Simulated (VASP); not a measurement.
A run of VASP 6.6.1:

File POSCAR:

```
Zn
1.0
    2.6187264646      0.0000000000      0.0000000000
   -1.3093632323      2.2678836439      0.0000000000
    0.0000000000      0.0000000000      4.8388970683
Zn
2
Direct
    0.3333333333      0.6666666667      0.2500000000
    0.6666666667      0.3333333333      0.7500000000
```

File INCAR.step1:

```
SYSTEM = Zn
ALGO = Normal
EDIFF = 1E-4
ENCUT = 520
GGA = PE
ISMEAR = -1
LASPH = .TRUE.
LCHARG = .FALSE.
LREAL = .FALSE.
LWAVE = .TRUE.
NBANDS = 19
NELM = 60
PREC = Accurate
SIGMA = 0.1
```

Contents of INCAR.step2:

```
SYSTEM = Zn
ALGO = Normal
EDIFF = 1E-6
ENCUT = 520
ISIF = 2
ISMEAR = -1
ISTART = 1
LASPH = .TRUE.
LCHARG = .FALSE.
LMIXTAU = .TRUE.
LREAL = .FALSE.
LWAVE = .FALSE.
METAGGA = R2SCAN
NBANDS = 19
NELM = 60
PREC = Accurate
SIGMA = 0.1
```

KPOINTS

```
k-points
0
G
  14 14 7
  0 0 0
```

Potentials or basis: VASP PAW PBE potentials, release 64 (Zn).

Launch:

```bash
$ cat potpaw_PBE.64/Zn/POTCAR > POTCAR
$ cp INCAR.step1 INCAR
$ mpirun -np 1 vasp_std > vasp.out
$ cp INCAR.step2 INCAR
$ mpirun -np 1 vasp_std > vasp.out
```

Hardware: 1 thread of Intel(R) Xeon(R) Platinum 8259CL CPU @ 2.50GHz (Skylake/Cascade Lake), with other jobs on the host.

Estimate the wall time of this run.

Wall time 2.7 min on 1 thread of Intel(R) Xeon(R) Platinum 8259CL CPU @ 2.50GHz (Skylake/Cascade Lake), on a shared host, peak memory 0.17 GiB. Counts: k points 96.
